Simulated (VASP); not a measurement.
# LiCl (P6_3/mmc) in VASP: further runs

LiCl is run at these levels: PBE, LDA, r2SCAN; tasks: single point.

All numbers are computed with VASP 6.6.1; they aren't measurements. Logs are shortened: lines on timing, memory, paths and dates and some standing lists are left out, and cuts for length are marked.

**1. The cell of the first run**

The structure is hexagonal, space group P6_3/mmc (No. 194). The conventional cell has a = 4.162 Å, b = 4.162 Å, c = 5.233 Å, α = 90.00°, β = 90.00°, γ = 120.00°. Within 3.2 Å of Li (site symmetry -6m2) lie 5 Cl at 2.40 to 2.62 Å. Within 3.2 Å of Cl (site symmetry -6m2) lie 5 Li at 2.40 to 2.62 Å.

**2. Single point, PBE**

Input file INCAR:

```
SYSTEM = LiCl
PREC = Accurate
ENCUT = 520
EDIFF = 1E-6
ISMEAR = 0
SIGMA = 0.01
LREAL = .FALSE.
LASPH = .TRUE.
NELM = 100
ALGO = Normal
ISIF = 2
LWAVE = .FALSE.
LCHARG = .FALSE.
GGA = PE
NBANDS = 18
```

Input file KPOINTS:

```
Automatic mesh
0
G
  6 6 4
  0 0 0
```

Input file POSCAR:

```
LiCl
1.0
    4.1618735962      0.0000000000      0.0000000000
   -2.0809367981      3.6042882617      0.0000000000
    0.0000000000      0.0000000000      5.2325458524
Li Cl
2 2
Direct
    0.3333333333      0.6666666667      0.2500000000
    0.6666666667      0.3333333333      0.7500000000
    0.6666666667      0.3333333333      0.2500000000
    0.3333333333      0.6666666667      0.7500000000
```

Potentials or basis: VASP PAW PBE potentials, release 64 (Li_sv, Cl).

Launch:

```bash
cat potpaw_PBE.64/Li_sv/POTCAR potpaw_PBE.64/Cl/POTCAR > POTCAR
mpirun -np 1 vasp_std > vasp.out
```

OUTCAR:

```text
SYSTEM = LiCl
   PREC = Accurate
   ENCUT = 520
   EDIFF = 1E-6
   ISMEAR = 0
   LREAL = .FALSE.
   LASPH = .TRUE.
   NELM = 100
   ISIF = 2
   GGA = PE

 ion  position               nearest neighbor table
   1  0.333  0.667  0.250-   3 2.40   3 2.40   3 2.40   4 2.62   4 2.62
   2  0.667  0.333  0.750-   4 2.40   4 2.40   4 2.40   3 2.62   3 2.62
   3  0.667  0.333  0.250-   1 2.40   1 2.40   1 2.40   2 2.62   2 2.62
   4  0.333  0.667  0.750-   2 2.40   2 2.40   2 2.40   1 2.62   1 2.62

  LATTYP: Found a hexagonal cell.
 ALAT       =     4.1618735962
 C/A-ratio  =     1.2572572740

  Lattice vectors:

 A1 = (   4.1618735962,   0.0000000000,   0.0000000000)
 A2 = (  -2.0809367981,   3.6042882617,   0.0000000000)
 A3 = (   0.0000000000,   0.0000000000,   5.2325458524)

Analysis of symmetry for initial positions (statically):
=====================================================================
 Subroutine PRICEL returns:
 Original cell was already a primitive cell.

 Routine SETGRP: Setting up the symmetry group for a
 hexagonal supercell.

 Subroutine GETGRP returns: Found 24 space group operations
 (whereof 12 operations were pure point group operations)
 out of a pool of 24 trial point group operations.

The static configuration has the point symmetry D_3d.
 The point group associated with its full space group is D_6h.

Analysis of symmetry for dynamics (positions and initial velocities):
=====================================================================
 Subroutine PRICEL returns:
 Original cell was already a primitive cell.

 Routine SETGRP: Setting up the symmetry group for a
 hexagonal supercell.

 Subroutine GETGRP returns: Found 24 space group operations
 (whereof 12 operations were pure point group operations)
 out of a pool of 24 trial point group operations.

The dynamic configuration has the point symmetry D_3d.
 The point group associated with its full space group is D_6h.

 Subroutine INISYM returns: Found 24 space group operations
 (whereof 12 operations are pure point group operations),
 and found     1 'primitive' translations

----------------------------------------------------------------------------------------

                                     Primitive cell

  volume of cell :      78.4913

  direct lattice vectors                    reciprocal lattice vectors
     4.161873596  0.000000000  0.000000000     0.240276399  0.138723644  0.000000000
    -2.080936798  3.604288262  0.000000000     0.000000000  0.277447287  0.000000000
[... 88 lines left out ...]
   NSW    =      0    number of steps for IOM
   IBRION =     -1    ionic relax: 0-MD 1-quasi-New 2-CG
   NFREE  =      0    steps in history (QN), initial steepest desc. (CG)
   ISIF   =      2    stress and relaxation
   ISYM   =      2    0-nonsym 1-usesym 2-fastsym
   POTIM  = 0.5000    time-step for ionic-motion
   TEBEG  =    0.0;   TEEND  =   0.0 temperature during run
   PSTRESS=    0.0 pullay stress
   NELECT =      20.0000    total number of electrons
   NUPDOWN=      -1.0000    fix difference up-down
   EMIN   =  10.00;   EMAX   =-10.00  energy-range for DOS
   EFERMI =   0.00;   METHOD = LEGACY
   ISMEAR =     0;   SIGMA  =   0.01  broadening in eV -4-tet -1-fermi 0-gaus
   EFERMI_NEDOS =   21; number of points for ismear=-14 and -15
   IALGO  =     38    algorithm
   IMIX   =      4    mixing-type and parameters
     AMIX     =   0.40;   BMIX     =  1.00
     AMIX_MAG =   1.60;   BMIX_MAG =  1.00
  volume/ion in A,a.u.               =      19.62       132.42
  Fermi-wavevector in a.u.,A,eV,Ry     =   1.037873  1.961296 14.655938  1.077181
  Thomas-Fermi vector in A             =   2.172331
   LORBIT       =      0    0 simple, 1 ext, 2 COOP (PROOUT), +10 PAW based schemes
   GGA     = PE    functional components
   LHFCALC =     F    Hartree Fock is set to
   AEXX    =    0.0000 exact exchange contribution
   IVDW    =     0    specifies the selected vdW correction
   LEPSILON=     F    determine dielectric tensor
   LRPA    =     F    only Hartree local field effects (RPA)
 non-spin polarized calculation
 Gauss-broadening in eV      SIGMA  =   0.01
  energy-cutoff  :      520.00
  volume of cell :       78.49
 maximum number of plane-waves:      2149
 NGX is ok and might be reduce to    32
   NGX = 15   NGY = 15   NGZ = 19

 number of electron      19.9999992 magnetization

 Free energy of the ion-electron system (eV)
  ---------------------------------------------------
  ext. energy  EPLUGINS =         0.00000000
  ---------------------------------------------------
  free energy    TOTEN  =       -14.78527975 eV

  energy without entropy =      -14.78527975  energy(sigma->0) =      -14.78527975

 E-fermi :  -0.2484     XC(G=0):  -7.9004

 val. band max:       -0.3460021799   @ k =   0.0000   0.0000   0.0000
 cond. band min:       5.3136104392   @ k =   0.0000   0.0000   0.0000
 fundamental gap:      5.6596126191
 Fermi energy:        -0.2484122418

 k-point     1 :       0.0000    0.0000    0.0000
  band No.  band energies     occupation
      1     -43.8679      2.00000
      2     -43.8643      2.00000
      3     -13.6972      2.00000
      4     -12.9668      2.00000
      5      -3.1391      2.00000
      6      -1.7240      2.00000
[... 418 lines left out ...]
      5      -2.6786      2.00000
      6      -2.6786      2.00000
[... 10 lines left out ...]
     17      11.4675      0.00000
     18      11.4691      0.00000

------------------------ aborting loop because EDIFF is reached ----------------------------------------

  FORCE on cell =-STRESS in cart. coord.  units (eV):
  Direction    XX          YY          ZZ          XY          YZ          ZX
  --------------------------------------------------------------------------------------
  -------------------------------------------------------------------------------------
  Total        0.2509304      0.2509304      0.2672112      0.0000000     -0.0000000      0.0000000
  in kB        5.1220326      5.1220326      5.4543606      0.0000000     -0.0000000      0.0000000
  external PRESSURE =       5.2328086 kB  Pullay stress =       0.0000000 kB

 VOLUME and BASIS-vectors are now :
 -----------------------------------------------------------------------------
  energy-cutoff  :      520.00
  volume of cell :       78.49
      direct lattice vectors                 reciprocal lattice vectors
     4.161873596  0.000000000  0.000000000     0.240276399  0.138723644  0.000000000
    -2.080936798  3.604288262  0.000000000     0.000000000  0.277447287  0.000000000
     0.000000000  0.000000000  5.232545852     0.000000000  0.000000000  0.191111560

 POSITION                                       TOTAL-FORCE (eV/Angst)
 -----------------------------------------------------------------------------------
     -0.00000      2.40286      1.30814         0.000000     -0.000000     -0.000000
      2.08094      1.20143      3.92441         0.000000      0.000000      0.000000
      2.08094      1.20143      1.30814        -0.000000     -0.000000      0.000000
     -0.00000      2.40286      3.92441        -0.000000      0.000000      0.000000
 -----------------------------------------------------------------------------------
    total drift:                               -0.000000      0.000000      0.000000

  FREE ENERGIE OF THE ION-ELECTRON SYSTEM (eV)
  ---------------------------------------------------
  free  energy   TOTEN  =       -14.7852797492 eV

  energy  without entropy=      -14.7852797492  energy(sigma->0) =      -14.78527975
```

OSZICAR:

```text
N       E                     dE             d eps       ncg     rms          rms(c)
DAV:   1     0.129553973187E+03    0.12955E+03   -0.89032E+03   756   0.106E+03
DAV:   2    -0.202139742207E+00   -0.12976E+03   -0.12382E+03   966   0.234E+02
DAV:   3    -0.146133088699E+02   -0.14411E+02   -0.14339E+02  1370   0.669E+01
DAV:   4    -0.149862212938E+02   -0.37291E+00   -0.37203E+00  1086   0.120E+01
DAV:   5    -0.150086476212E+02   -0.22426E-01   -0.22419E-01  1148   0.231E+00    0.334E+00
DAV:   6    -0.147690628225E+02    0.23958E+00   -0.38179E-01   866   0.293E+00    0.246E+00
DAV:   7    -0.147655211402E+02    0.35417E-02   -0.14093E-01  1050   0.180E+00    0.143E+00
DAV:   8    -0.147840351216E+02   -0.18514E-01   -0.26358E-02   878   0.101E+00    0.292E-01
DAV:   9    -0.147842035653E+02   -0.16844E-03   -0.12074E-03  1072   0.231E-01    0.843E-02
DAV:  10    -0.147852401449E+02   -0.10366E-02   -0.10686E-03   836   0.193E-01    0.145E-02
DAV:  11    -0.147852672592E+02   -0.27114E-04   -0.28938E-05  1038   0.356E-02    0.159E-02
DAV:  12    -0.147852802542E+02   -0.12995E-04   -0.16719E-05   820   0.243E-02    0.649E-03
DAV:  13    -0.147852797492E+02    0.50499E-06   -0.27939E-07   952   0.369E-03
   1 F= -.14785280E+02 E0= -.14785280E+02  d E =-.170507E-45
```

Wall time 10 s (1 thread of Intel Xeon 6975P-C (Granite Rapids), shared host); peak memory 0.18 GiB.

What came out:

```yaml
Free_energy: -14.7853 eV
Band_gap_on_the_k_mesh: 5.66 eV
```

Levels at points of the mesh, in eV from the valence-band top:
| k point | band 6 | band 7 | band 8 | band 9 | band 10 | band 11 | band 12 | band 13 | band 14 | band 15 |
| --- | --- | --- | --- | --- | --- | --- | --- | --- | --- | --- |
| (0.00, 0.00, 0.00) | -1.38 | -1.38 | -0.60 | -0.60 | 0.00 | 5.66 | 8.02 | 8.79 | 8.79 | 10.15 |
| (0.50, 0.00, 0.00) | -1.89 | -1.86 | -1.41 | -0.99 | -0.65 | 7.29 | 8.48 | 8.90 | 10.32 | 10.39 |
| (0.00, 0.00, 0.50) | -1.47 | -1.00 | -1.00 | -1.00 | -1.00 | 7.61 | 7.61 | 8.81 | 8.81 | 8.81 |
| (0.50, 0.00, 0.50) | -2.50 | -1.32 | -1.32 | -0.49 | -0.49 | 7.23 | 7.23 | 9.25 | 9.25 | 11.40 |

Caveat: the cutoff is under 1.25 times the usual one of these potentials, so pressure, stress and relaxed cells hold a basis-set (Pulay) error.

**3. Single point, LDA**

Input file INCAR:

```
SYSTEM = LiCl
ALGO = Normal
EDIFF = 1E-7
ENCUT = 520
ISIF = 2
ISMEAR = 0
LASPH = .True.
LCHARG = .False.
LREAL = .False.
LWAVE = .False.
NBANDS = 18
NELM = 60
PREC = Accurate
SIGMA = 0.01
```

Input file KPOINTS:

```
k-points
0
Gamma
  6 6 4
  0 0 0
```

POSCAR is that of step 2.

Potentials or basis: VASP PAW LDA potentials, release 64 (Li_sv, Cl).

Launch:

```bash
cat potpaw_LDA.64/Li_sv/POTCAR potpaw_LDA.64/Cl/POTCAR > POTCAR
mpirun -np 1 vasp_std > vasp.out
```

Run time: 9.4 s. Hardware: 1 thread of Intel Xeon 6975P-C (Granite Rapids), shared host; peak memory 0.15 GiB.

Results (log left out):

```
Free energy            : -15.9947 eV
Band gap on the k mesh : 5.26 eV
```

Levels at points of the mesh, in eV from the valence-band top:
```tsv
k point	band 6	band 7	band 8	band 9	band 10	band 11	band 12	band 13	band 14	band 15
(0.00, 0.00, 0.00)	-1.41	-1.41	-0.60	-0.60	0.00	5.26	7.73	8.46	8.46	9.86
(0.50, 0.00, 0.00)	-1.94	-1.93	-1.45	-1.03	-0.66	6.94	8.15	8.56	10.03	10.15
(0.00, 0.00, 0.50)	-1.52	-1.01	-1.01	-1.01	-1.01	7.24	7.24	8.50	8.50	8.50
(0.50, 0.00, 0.50)	-2.58	-1.36	-1.36	-0.51	-0.51	6.86	6.86	8.93	8.93	11.11
```

Caveat: the cutoff is under 1.25 times the usual one of these potentials, so pressure, stress and relaxed cells hold a basis-set (Pulay) error.

(Continued in part 2 of 2.)
